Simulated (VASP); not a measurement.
# SiC (C222_1) in VASP: further runs, part 2 of 2

VASP 6.6.1.

## 3. Single point, LDA (atoms displaced along a vibrational mode, the cell strained)

The input, INCAR:

```
SYSTEM = SiC
PREC = Accurate
ENCUT = 600
EDIFF = 1E-6
ISMEAR = 0
SIGMA = 0.05
LREAL = .False.
LASPH = .True.
NELM = 120
ALGO = Normal
ISIF = 2
LWAVE = .False.
LCHARG = .False.
GGA = CA
NBANDS = 16
GGA_COMPAT = .False.
```

The input, KPOINTS:

```
Automatic mesh
0
Gamma
  10 10 6
  0 0 0
```

The input, POSCAR:

```
SiC
1.0
    0.0000000000     -2.1644105396     -2.2654885118
    0.0000000000      2.1644105396     -2.2654885118
    4.3288210792      0.0000000000      0.0000000000
Si C
2 2
Direct
    0.5083163520      0.5083163520      0.5000000000
   -0.0083163520     -0.0083163520      0.0000000000
    0.0056300972      0.4943699028      0.2500000000
    0.4943699028      0.0056300972      0.7500000000
```

Potentials or basis: VASP PAW LDA potentials, release 64 (Si, C).

Started as:

```bash
cat potpaw_LDA.64/Si/POTCAR potpaw_LDA.64/C/POTCAR > POTCAR
mpirun -np 1 vasp_std > vasp.out
```

OUTCAR:

```text
SYSTEM = SiC
   PREC = Accurate
   ENCUT = 600
   EDIFF = 1E-6
   ISMEAR = 0
   LREAL = .False.
   LASPH = .True.
   NELM = 120
   ISIF = 2
   GGA = CA

 ion  position               nearest neighbor table
   1  0.508  0.508  0.500-   3 1.90   4 1.90   4 1.91   3 1.91   2 3.06   2 3.06   2 3.06   2 3.06
                             2 3.08   2 3.08
   2  0.992  0.992  0.000-   3 1.90   4 1.90   4 1.91   3 1.91   1 3.06   1 3.06   1 3.06   1 3.06
                             1 3.08   1 3.08
   3  0.006  0.494  0.250-   1 1.90   2 1.90   1 1.91   2 1.91
   4  0.494  0.006  0.750-   1 1.90   2 1.90   1 1.91   2 1.91

  LATTYP: Found a base centered orthorhombic cell.
 ALAT       =     4.3288210792
 B/A-ratio  =     1.0467000000
 C/A-ratio  =     1.0000000000

  Lattice vectors:

 A1 = (   0.0000000000,  -2.1644105396,   2.2654885118)
 A2 = (   0.0000000000,  -2.1644105396,  -2.2654885118)
 A3 = (   4.3288210792,   0.0000000000,   0.0000000000)

Analysis of symmetry for initial positions (statically):
=====================================================================
 Subroutine PRICEL returns:
 Original cell was already a primitive cell.

 Routine SETGRP: Setting up the symmetry group for a
 base centered orthorhombic supercell.

[... 180 lines left out ...]
 k-point     1 :       0.0000    0.0000    0.0000
  band No.  band energies     occupation
      1      -7.3407      2.00000
      2      -2.2385      2.00000
      3       0.2367      2.00000
      4       4.4529      2.00000
      5       4.5269      2.00000
      6       7.5624      2.00000
[... 433 lines left out ...]
      3       0.8635      2.00000
      4       2.0576      2.00000
      5       3.4639      2.00000
      6       3.8081      2.00000
[... 8 lines left out ...]
     15      19.7956      0.00000
     16      20.0203      0.00000

 [... further k-points ...]

------------------------ aborting loop because EDIFF is reached ----------------------------------------

  FORCE on cell =-STRESS in cart. coord.  units (eV):
  Direction    XX          YY          ZZ          XY          YZ          ZX
  --------------------------------------------------------------------------------------
  -------------------------------------------------------------------------------------
  Total       -1.3598654     -1.3877315     -4.8087025      0.0000000      0.0000000      0.0000000
  in kB      -51.3222110    -52.3738970   -181.4835875      0.0000000      0.0000000      0.0000000
  external PRESSURE =     -95.0598985 kB  Pullay stress =       0.0000000 kB

 VOLUME and BASIS-vectors are now :
 -----------------------------------------------------------------------------
  energy-cutoff  :      600.00
  volume of cell :       42.45
      direct lattice vectors                 reciprocal lattice vectors
     0.000000000 -2.164410540 -2.265488512     0.000000000 -0.231009779 -0.220702951
     0.000000000  2.164410540 -2.265488512     0.000000000  0.231009779 -0.220702951
     4.328821079  0.000000000  0.000000000     0.231009779  0.000000000  0.000000000

 POSITION                                       TOTAL-FORCE (eV/Angst)
 -----------------------------------------------------------------------------------
      2.16441      0.00000     -2.30317         0.000000      0.000000      0.493425
      0.00000      0.00000     -4.49330         0.000000      0.000000     -0.493425
      1.08221      1.05783     -1.13274        -0.000000      0.156924      0.000000
      3.24662     -1.05783     -1.13274         0.000000     -0.156924      0.000000
 -----------------------------------------------------------------------------------
    total drift:                                0.000000      0.000000      0.000000

  FREE ENERGIE OF THE ION-ELECTRON SYSTEM (eV)
  ---------------------------------------------------
  free  energy   TOTEN  =       -33.1630549841 eV

  energy  without entropy=      -33.1630549841  energy(sigma->0) =      -33.16305498
```

Run time: 30 s. Hardware: 1 thread of Intel Xeon 6975P-C (Granite Rapids), shared host; peak memory 0.2 GiB.

Results:

```
Free energy            : -33.1631 eV
Pressure               : -9.5 GPa
Largest force          : 0.493 eV/Å
Band gap on the k mesh : 1.08 eV
```

Forces on the atoms (eV/Å):
```
Si   0.000  0.000  0.493
Si   0.000  0.000 -0.493
C    0.000  0.157  0.000
C    0.000 -0.157  0.000
```

Caveat: the cell differs from its parent crystal (atoms displaced along a vibrational mode, the cell strained); the cell stands under tension. A k mesh can miss the band edges.

## 4. Single point, LDA (atoms displaced along a vibrational mode, the cell strained)

INCAR is that of step 3.

KPOINTS is that of step 3.

The input, POSCAR:

```
SiC
1.0
    0.0000000000     -2.1644105396     -2.2654885118
    0.0000000000      2.1644105396     -2.2654885118
    4.3288210792      0.0000000000      0.0000000000
Si C
2 2
Direct
    0.5055442347      0.5055442347      0.5000000000
   -0.0055442347     -0.0055442347      0.0000000000
    0.0037533981      0.4962466019      0.2500000000
    0.4962466019      0.0037533981      0.7500000000
```

Started as:

```bash
cat potpaw_LDA.64/Si/POTCAR potpaw_LDA.64/C/POTCAR > POTCAR
mpirun -np 1 vasp_std > vasp.out
```

Run time: 29 s. Hardware: 1 thread of Intel Xeon 6975P-C (Granite Rapids), shared host; peak memory 0.2 GiB.

The run converged. Its results:

```
Free energy            : -33.1755 eV
Pressure               : -9.5 GPa
Largest force          : 0.329 eV/Å
Band gap on the k mesh : 1.08 eV
```

Forces in eV/Å, atoms in the order of the input:
```
Si   0.000  0.000  0.329
Si   0.000  0.000 -0.329
C    0.000  0.105  0.000
C    0.000 -0.105  0.000
```

Stress tensor (GPa, compression positive):
```
 -5.16   0.00   0.00
  0.00  -5.21   0.00
  0.00   0.00 -18.11
```

Levels at points of the mesh, in eV from the valence-band top:
```csv
k point,band 6,band 7,band 8,band 9,band 10,band 11
"(0.00, 0.00, 0.00)",-0.33,0.00,0.00,1.08,3.73,5.85
"(0.50, 0.00, 0.00)",-4.25,-1.46,-1.45,4.96,5.10,7.95
"(0.50, 0.50, 0.00)",-3.37,-2.93,-2.93,1.08,1.49,3.73
"(0.00, 0.00, 0.50)",-2.21,-2.05,-2.05,3.74,3.74,5.90
"(0.50, 0.00, 0.50)",-1.44,-0.88,-0.88,4.84,4.84,6.79
"(0.50, 0.50, 0.50)",-5.01,-4.72,-4.72,5.17,5.17,8.91
```

Caveat: the cell differs from its parent crystal (atoms displaced along a vibrational mode, the cell strained); the cell stands under tension. A k mesh can miss the band edges.

## 5. Overview

| cell | gap on the mesh (eV) | pressure (GPa) | largest force (eV/Å) |
| --- | --- | --- | --- |
| as given, atomic positions A | 1.09 | -9.5 | 0.16 |
| as given, atomic positions B | 1.08 | -9.5 | 0.49 |
| as given, atomic positions C | 1.08 | -9.5 | 0.33 |

Alike in all rows: task single point; level LDA; potentials or basis VASP PAW LDA potentials, release 64 (Si, C); no spin polarisation; k mesh 10 × 10 × 6; cutoff (eV) 600; smearing gaussian 0.05 eV.

Caveats: the cell stands under tension.

Total energies depend on the potentials used, so only differences within one code and one set of settings carry meaning.
